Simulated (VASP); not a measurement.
# YS (Fm-3m) in VASP: notebook, part 2 of 2

VASP 6.6.1.

### Step 3. Single point, LDA (volume scaled by 0.98)

Input file INCAR:

```
SYSTEM = YS
ALGO = Normal
EDIFF = 1E-6
ENCUT = 520
ISIF = 2
ISMEAR = -1
LASPH = .True.
LCHARG = .False.
LREAL = .False.
LWAVE = .False.
NBANDS = 16
NELM = 100
PREC = Accurate
SIGMA = 0.01
```

Input file KPOINTS:

```
k-points
0
Gamma
  8 8 8
  0 0 0
```

Input file POSCAR:

```
YS
1.0
    0.0000000000      2.7252356868      2.7252356868
    2.7252356868      0.0000000000      2.7252356868
    2.7252356868      2.7252356868      0.0000000000
Y S
1 1
Direct
    0.5000000000      0.5000000000      0.5000000000
    0.0000000000      0.0000000000      0.0000000000
```

Potentials or basis: VASP PAW LDA potentials, release 64 (Y_sv, S).

The run is started by

```
cat potpaw_LDA.64/Y_sv/POTCAR potpaw_LDA.64/S/POTCAR > POTCAR
mpirun -np 1 vasp_std > vasp.out
```

OUTCAR:

```text
SYSTEM = YS
   EDIFF = 1E-6
   ENCUT = 520
   ISIF = 2
   ISMEAR = -1
   LASPH = .True.
   LREAL = .False.
   NELM = 100
   PREC = Accurate

 ion  position               nearest neighbor table
   1  0.500  0.500  0.500-   2 2.73   2 2.73   2 2.73   2 2.73   2 2.73   2 2.73
   2  0.000  0.000  0.000-   1 2.73   1 2.73   1 2.73   1 2.73   1 2.73   1 2.73

  LATTYP: Found a face centered cubic cell.
 ALAT       =     5.4504713736

  Lattice vectors:

 A1 = (   0.0000000000,   2.7252356868,   2.7252356868)
 A2 = (   2.7252356868,   0.0000000000,   2.7252356868)
 A3 = (   2.7252356868,   2.7252356868,   0.0000000000)

Analysis of symmetry for initial positions (statically):
=====================================================================
 Subroutine PRICEL returns:
 Original cell was already a primitive cell.

 Routine SETGRP: Setting up the symmetry group for a
 face centered cubic supercell.

 Subroutine GETGRP returns: Found 48 space group operations
 (whereof 48 operations were pure point group operations)
 out of a pool of 48 trial point group operations.

The static configuration has the point symmetry O_h .

Analysis of symmetry for dynamics (positions and initial velocities):
=====================================================================
 Subroutine PRICEL returns:
 Original cell was already a primitive cell.

 Routine SETGRP: Setting up the symmetry group for a
 face centered cubic supercell.

 Subroutine GETGRP returns: Found 48 space group operations
 (whereof 48 operations were pure point group operations)
 out of a pool of 48 trial point group operations.

The dynamic configuration has the point symmetry O_h .

 Subroutine INISYM returns: Found 48 space group operations
 (whereof 48 operations are pure point group operations),
 and found     1 'primitive' translations

----------------------------------------------------------------------------------------

                                     Primitive cell

  volume of cell :      40.4802

  direct lattice vectors                    reciprocal lattice vectors
     0.000000000  2.725235687  2.725235687    -0.183470370  0.183470370  0.183470370
     2.725235687  0.000000000  2.725235687     0.183470370 -0.183470370  0.183470370
     2.725235687  2.725235687  0.000000000     0.183470370  0.183470370 -0.183470370

  length of vectors
     3.854065269  3.854065269  3.854065269     0.317780003  0.317780003  0.317780003

  position of ions in fractional coordinates (direct lattice)
     0.500000000  0.500000000  0.500000000
     0.000000000  0.000000000  0.000000000

  ion indices of the primitive-cell ions
   primitive index   ion index
                 1           1
                 2           2

----------------------------------------------------------------------------------------

 KPOINTS: k-points

Automatic generation of k-mesh.
 Grid dimensions read from file:
 generate k-points for:    8    8    8

 Generating k-lattice:

  Cartesian coordinates                     Fractional coordinates (reciprocal lattice)
    -0.022933796  0.022933796  0.022933796     0.125000000  0.000000000  0.000000000
     0.022933796 -0.022933796  0.022933796     0.000000000  0.125000000  0.000000000
     0.022933796  0.022933796 -0.022933796     0.000000000  0.000000000  0.125000000

  Length of vectors
     0.039722500  0.039722500  0.039722500

  Shift w.r.t. Gamma in fractional coordinates (k-lattice)
     0.000000000  0.000000000  0.000000000

 Subroutine IBZKPT returns following result:
 ===========================================

 Found     29 irreducible k-points:

 Following reciprocal coordinates:
            Coordinates               Weight
  0.000000  0.000000  0.000000      1.000000
  0.125000  0.000000  0.000000      8.000000
  0.250000  0.000000  0.000000      8.000000
  0.375000  0.000000  0.000000      8.000000
  0.500000  0.000000  0.000000      4.000000
  0.125000  0.125000  0.000000      6.000000
[... 16 lines left out ...]
  0.500000  0.250000  0.125000     48.000000
 -0.375000  0.250000  0.125000     24.000000
 [... further k-points ...]
   k-points           NKPTS =     29   k-points in BZ     NKDIM =     29   number of bands    NBANDS=     16
   number of dos      NEDOS =    301   number of ions     NIONS =      2
   total plane-waves  NPLWV =  27000
   dimension x,y,z NGX =    30 NGY =   30 NGZ =   30
   dimension x,y,z NGXF=    60 NGYF=   60 NGZF=   60
   ions per type =               1   1
   NGX,Y,Z   is equivalent  to a cutoff of  12.94, 12.94, 12.94 a.u.
   NGXF,Y,Z  is equivalent  to a cutoff of  25.88, 25.88, 25.88 a.u.
 SYSTEM =  YS
   PREC   = accura    normal or accurate (medium, high low for compatibility)
   ISTART =      0    job   : 0-new  1-cont  2-samecut
   ICHARG =      2    charge: 1-file 2-atom 10-const
   ISPIN  =      1    spin polarized calculation?
   LNONCOLLINEAR =      F non collinear calculations
   LSORBIT =      F    spin-orbit coupling
   LASPH  =      T    aspherical Exc in radial PAW
   ENCUT  =  520.0 eV  38.22 Ry    6.18 a.u.   7.17  7.17  7.17*2*pi/ulx,y,z
   NELM   =    100;   NELMIN=  2; NELMDL= -5     # of ELM steps
   EDIFF  = 0.1E-05   stopping-criterion for ELM
   LREAL  =      F    real-space projection
   EDIFFG = 0.1E-04   stopping-criterion for IOM
   NSW    =      0    number of steps for IOM
   IBRION =     -1    ionic relax: 0-MD 1-quasi-New 2-CG
   NFREE  =      0    steps in history (QN), initial steepest desc. (CG)
   ISIF   =      2    stress and relaxation
   ISYM   =      2    0-nonsym 1-usesym 2-fastsym
   POTIM  = 0.5000    time-step for ionic-motion
   TEBEG  =    0.0;   TEEND  =   0.0 temperature during run
   PSTRESS=    0.0 pullay stress
   NELECT =      17.0000    total number of electrons
   NUPDOWN=      -1.0000    fix difference up-down
   EMIN   =  10.00;   EMAX   =-10.00  energy-range for DOS
   EFERMI =   0.00;   METHOD = LEGACY
   ISMEAR =    -1;   SIGMA  =   0.01  broadening in eV -4-tet -1-fermi 0-gaus
   EFERMI_NEDOS =   21; number of points for ismear=-14 and -15
   IALGO  =     38    algorithm
   IMIX   =      4    mixing-type and parameters
     AMIX     =   0.40;   BMIX     =  1.00
     AMIX_MAG =   1.60;   BMIX_MAG =  1.00
  volume/ion in A,a.u.               =      20.24       136.59
  Fermi-wavevector in a.u.,A,eV,Ry     =   1.225962  2.316733 20.449329  1.502983
  Thomas-Fermi vector in A             =   2.360981
   LORBIT       =      0    0 simple, 1 ext, 2 COOP (PROOUT), +10 PAW based schemes
   GGA     = CA    functional components
   LHFCALC =     F    Hartree Fock is set to
   AEXX    =    0.0000 exact exchange contribution
   IVDW    =     0    specifies the selected vdW correction
   LEPSILON=     F    determine dielectric tensor
   LRPA    =     F    only Hartree local field effects (RPA)
 non-spin polarized calculation
  energy-cutoff  :      520.00
  volume of cell :       40.48
 maximum number of plane-waves:      1106
 NGX is ok and might be reduce to    30
   NGX = 15   NGY = 15   NGZ = 15

 number of electron      17.0000000 magnetization

 Free energy of the ion-electron system (eV)
  ---------------------------------------------------
  ext. energy  EPLUGINS =         0.00000000
  ---------------------------------------------------
  free energy    TOTEN  =       -16.03064008 eV

  energy without entropy =      -16.02998743  energy(sigma->0) =      -16.03031376

 E-fermi :   6.8064     XC(G=0): -10.8767

 val. band max:        6.7734546432   @ k =   0.1250   0.0000   0.0000
 cond. band min:       6.8128487805   @ k =   0.3750   0.1250   0.0000
 fundamental gap:      0.0393941373
 Fermi energy:         6.8064466541

 k-point     1 :       0.0000    0.0000    0.0000
  band No.  band energies     occupation
      1     -36.2174      2.00000
      2     -16.2785      2.00000
      3     -16.2785      2.00000
      4     -16.2785      2.00000
      5      -8.2472      2.00000
      6       3.4830      2.00000
[... 8 lines left out ...]
     15      13.7018      0.00000
     16      19.6881      0.00000

 k-point     2 :       0.1250    0.0000    0.0000
  band No.  band energies     occupation
      1     -36.2125      2.00000
      2     -16.3559      2.00000
      3     -16.2838      2.00000
      4     -16.2838      2.00000
      5      -8.0590      2.00000
      6       2.6462      2.00000
[... 8 lines left out ...]
     15      14.4196      0.00000
     16      18.3083      0.00000
[... 387 lines left out ...]
      5      -7.1780      2.00000
      6       0.4361      2.00000
[... 8 lines left out ...]
     15      13.5233      0.00000
     16      14.7789      0.00000

 k-point    24 :      -0.3750    0.2500    0.1250
  band No.  band energies     occupation
      1     -36.1782      2.00000
      2     -16.6781      2.00000
      3     -16.4215      2.00000
      4     -16.3530      2.00000
      5      -7.0708      2.00000
      6       0.3255      2.00000
[... 8 lines left out ...]
     15      14.4746      0.00000
     16      14.6623      0.00000

 [... further k-points ...]
[... 5 lines left out ...]
  --------------------------------------------------------------------------------------
  -------------------------------------------------------------------------------------
  Total       -0.4458149     -0.4458149     -0.4458149      0.0000000     -0.0000000      0.0000000
  in kB      -17.6450546    -17.6450546    -17.6450546      0.0000000     -0.0000000      0.0000000
  external PRESSURE =     -17.6450546 kB  Pullay stress =       0.0000000 kB

 VOLUME and BASIS-vectors are now :
 -----------------------------------------------------------------------------
  energy-cutoff  :      520.00
  volume of cell :       40.48
      direct lattice vectors                 reciprocal lattice vectors
     0.000000000  2.725235687  2.725235687    -0.183470370  0.183470370  0.183470370
     2.725235687  0.000000000  2.725235687     0.183470370 -0.183470370  0.183470370
     2.725235687  2.725235687  0.000000000     0.183470370  0.183470370 -0.183470370

 POSITION                                       TOTAL-FORCE (eV/Angst)
 -----------------------------------------------------------------------------------
      2.72524      2.72524      2.72524        -0.000000      0.000000     -0.000000
      0.00000      0.00000      0.00000         0.000000     -0.000000      0.000000
 -----------------------------------------------------------------------------------
    total drift:                                0.000000     -0.000000      0.000000

  FREE ENERGIE OF THE ION-ELECTRON SYSTEM (eV)
  ---------------------------------------------------
  free  energy   TOTEN  =       -16.0306400818 eV

  energy  without entropy=      -16.0299874291  energy(sigma->0) =      -16.03031376
```

stdout:

```text
POSCAR found type information on POSCAR Y S
 POSCAR found :  2 types and       2 ions
 scaLAPACK will be used
 LDA part: xc-table for (Slater(with rela. corr.)+CA(PZ))
 , standard interpolation
 POSCAR, INCAR and KPOINTS ok, starting setup
 FFT: planning ... GRIDC
 FFT: planning ... GRID_SOFT
 FFT: planning ... GRID
 WAVECAR not read
 entering main loop
```

Run time: 33 s. Hardware: 1 thread of Intel Xeon 8259CL, shared host; peak memory 0.17 GiB.

Results:

| Property | Result |
| --- | --- |
| Free energy | -16.0306 eV |
| Pressure | -1.8 GPa |

Levels at points of the mesh, in eV from the Fermi level:
```csv
k point,band 7,band 8,band 9,band 10,band 11,band 12
"(0.00, 0.00, 0.00)",-3.32,-3.32,-0.21,-0.21,-0.21,0.65
"(0.50, 0.00, 0.00)",-5.26,-5.26,2.13,2.78,2.85,2.85
"(0.50, 0.50, 0.00)",-4.03,-4.03,-2.41,1.93,3.30,3.91
```

### Step 4. Single point, LDA (volume scaled by 1.01)

Input file INCAR:

```
SYSTEM = YS
PREC = Accurate
ENCUT = 520
EDIFF = 1E-7
ISMEAR = -1
SIGMA = 0.01
LREAL = .FALSE.
LASPH = .TRUE.
NELM = 80
ALGO = Normal
ISIF = 2
LWAVE = .FALSE.
LCHARG = .FALSE.
NBANDS = 16
```

Input file KPOINTS:

```
Automatic mesh
0
G
  8 8 8
  0 0 0
```

Input file POSCAR:

```
YS
1.0
    0.0000000000      2.7527651832      2.7527651832
    2.7527651832      0.0000000000      2.7527651832
    2.7527651832      2.7527651832      0.0000000000
Y S
1 1
Direct
    0.5000000000      0.5000000000      0.5000000000
    0.0000000000      0.0000000000      0.0000000000
```

Potentials or basis: VASP PAW LDA potentials, release 64 (Y_sv, S).

The run is started by

```
cat potpaw_LDA.64/Y_sv/POTCAR potpaw_LDA.64/S/POTCAR > POTCAR
mpirun -np 1 vasp_std > vasp.out
```

OUTCAR:

```text
SYSTEM = YS
   PREC = Accurate
   ENCUT = 520
   EDIFF = 1E-7
   ISMEAR = -1
   LREAL = .FALSE.
   LASPH = .TRUE.
   NELM = 80
   ISIF = 2

 ion  position               nearest neighbor table
   1  0.500  0.500  0.500-   2 2.75   2 2.75   2 2.75   2 2.75   2 2.75   2 2.75
   2  0.000  0.000  0.000-   1 2.75   1 2.75   1 2.75   1 2.75   1 2.75   1 2.75

  LATTYP: Found a face centered cubic cell.
 ALAT       =     5.5055303664

  Lattice vectors:

 A1 = (   0.0000000000,   2.7527651832,   2.7527651832)
 A2 = (   2.7527651832,   0.0000000000,   2.7527651832)
 A3 = (   2.7527651832,   2.7527651832,   0.0000000000)
[... 625 lines left out ...]
      5      -7.2862      2.00000
      6       0.1740      2.00000
[... 8 lines left out ...]
     15      13.9389      0.00000
     16      14.2529      0.00000

 [... further k-points ...]
[... 5 lines left out ...]
  --------------------------------------------------------------------------------------
  -------------------------------------------------------------------------------------
  Total       -1.2161106     -1.2161106     -1.2161106     -0.0000000      0.0000000      0.0000000
  in kB      -46.7031474    -46.7031474    -46.7031474     -0.0000000      0.0000000      0.0000000
  external PRESSURE =     -46.7031474 kB  Pullay stress =       0.0000000 kB

 VOLUME and BASIS-vectors are now :
 -----------------------------------------------------------------------------
  energy-cutoff  :      520.00
  volume of cell :       41.72
      direct lattice vectors                 reciprocal lattice vectors
     0.000000000  2.752765183  2.752765183    -0.181635543  0.181635543  0.181635543
     2.752765183  0.000000000  2.752765183     0.181635543 -0.181635543  0.181635543
     2.752765183  2.752765183  0.000000000     0.181635543  0.181635543 -0.181635543

 POSITION                                       TOTAL-FORCE (eV/Angst)
 -----------------------------------------------------------------------------------
      2.75277      2.75277      2.75277        -0.000000      0.000000     -0.000000
      0.00000      0.00000      0.00000         0.000000     -0.000000      0.000000
 -----------------------------------------------------------------------------------
    total drift:                                0.000000     -0.000000      0.000000

  FREE ENERGIE OF THE ION-ELECTRON SYSTEM (eV)
  ---------------------------------------------------
  free  energy   TOTEN  =       -16.0056404838 eV

  energy  without entropy=      -16.0049807590  energy(sigma->0) =      -16.00531062
```

OSZICAR:

```text
N       E                     dE             d eps       ncg     rms          rms(c)
DAV:   1     0.583584835025E+02    0.58358E+02   -0.76465E+03   928   0.949E+02
DAV:   2    -0.131232153152E+02   -0.71482E+02   -0.67712E+02  1224   0.216E+02
DAV:   3    -0.167458199542E+02   -0.36226E+01   -0.35986E+01  1432   0.364E+01
DAV:   4    -0.168235566526E+02   -0.77737E-01   -0.77724E-01  1136   0.487E+00
DAV:   5    -0.168253092041E+02   -0.17526E-02   -0.17525E-02  1328   0.609E-01    0.263E+01
DAV:   6    -0.160790878881E+02    0.74622E+00   -0.10139E+00  1096   0.633E+00    0.195E+01
DAV:   7    -0.160171675491E+02    0.61920E-01   -0.37823E-01  1376   0.380E+00    0.644E+00
DAV:   8    -0.160065459421E+02    0.10622E-01   -0.77903E-02  1072   0.169E+00    0.535E-01
DAV:   9    -0.160057909902E+02    0.75495E-03   -0.61063E-03  1056   0.499E-01    0.215E-01
DAV:  10    -0.160056443683E+02    0.14662E-03   -0.39851E-04  1152   0.167E-01    0.140E-01
DAV:  11    -0.160056459328E+02   -0.15645E-05   -0.13460E-04  1216   0.787E-02    0.891E-02
DAV:  12    -0.160056406242E+02    0.53085E-05   -0.22570E-05  1080   0.344E-02    0.370E-02
DAV:  13    -0.160056405478E+02    0.76410E-07   -0.14143E-06  1208   0.905E-03    0.131E-02
DAV:  14    -0.160056404838E+02    0.64017E-07   -0.24068E-07   952   0.360E-03
   1 F= -.16005640E+02 E0= -.16005311E+02  d E =-.659725E-03
```

It took 41 s on 1 thread of Intel Xeon 8259CL, shared host; peak memory 0.17 GiB.

Results:

- Free energy: -16.0056 eV
- Pressure: -4.7 GPa

### Step 5. Single point, LDA (volume scaled by 1.04)

Input file INCAR:

```
PREC     = Accurate       # precision mode
ENCUT    = 520            # plane-wave cutoff, eV
EDIFF    = 1E-6           # SCF threshold, eV
ISMEAR   = -1             # smearing method
SIGMA    = 0.01           # smearing width, eV
LREAL    = False          # projectors in reciprocal space
LASPH    = True           # aspherical terms in the spheres
NELM     = 60             # most SCF steps
ALGO     = Normal         # electronic algorithm
ISIF     = 2              # what is computed and relaxed
LWAVE    = False          # write WAVECAR
LCHARG   = False          # write CHGCAR
GGA      = CA             # functional
NBANDS   = 16             # bands
```

Input file KPOINTS:

```
regular mesh
0
Gamma
  8 8 8
```

Input file POSCAR:

```
YS
1.0
    0.0000000000      2.7797547983      2.7797547983
    2.7797547983      0.0000000000      2.7797547983
    2.7797547983      2.7797547983      0.0000000000
Y S
1 1
Direct
    0.5000000000      0.5000000000      0.5000000000
    0.0000000000      0.0000000000      0.0000000000
```

The run is started by

```
cat potpaw_LDA.64/Y_sv/POTCAR potpaw_LDA.64/S/POTCAR > POTCAR
mpirun -np 1 vasp_std > vasp.out
```

It took 38 s on 1 thread of Intel Xeon 8259CL, shared host; peak memory 0.17 GiB.

It converged, with:

| Item | Value |
| --- | --- |
| Free energy | -15.9601 eV |
| Pressure | -7.1 GPa |

Levels at points of the mesh, in eV from the Fermi level:
```csv
k point,band 7,band 8,band 9,band 10,band 11,band 12
"(0.00, 0.00, 0.00)",-3.36,-3.36,-0.18,-0.18,-0.18,0.62
"(0.50, 0.00, 0.00)",-5.12,-5.12,1.99,2.52,2.62,2.62
"(0.50, 0.50, 0.00)",-4.05,-4.05,-2.23,1.81,2.90,3.60
```

### Step 6. Overview

| cell | gap on the mesh (eV) | pressure (GPa) |
| --- | --- | --- |
| a = 3.801 Å, angles 60.0°, 2 atoms | none | 2.9 |
| a = 3.854 Å, angles 60.0°, 2 atoms | none | -1.8 |
| a = 3.893 Å, angles 60.0°, 2 atoms | none | -4.7 |
| a = 3.931 Å, angles 60.0°, 2 atoms | none | -7.1 |

Alike in all rows: task single point; level LDA; potentials or basis VASP PAW LDA potentials, release 64 (Y_sv, S); no spin polarisation; k mesh 8 × 8 × 8; cutoff (eV) 520; smearing fermi-dirac 0.01 eV.

Total energies depend on the potentials used, so only differences within one code and one set of settings carry meaning.
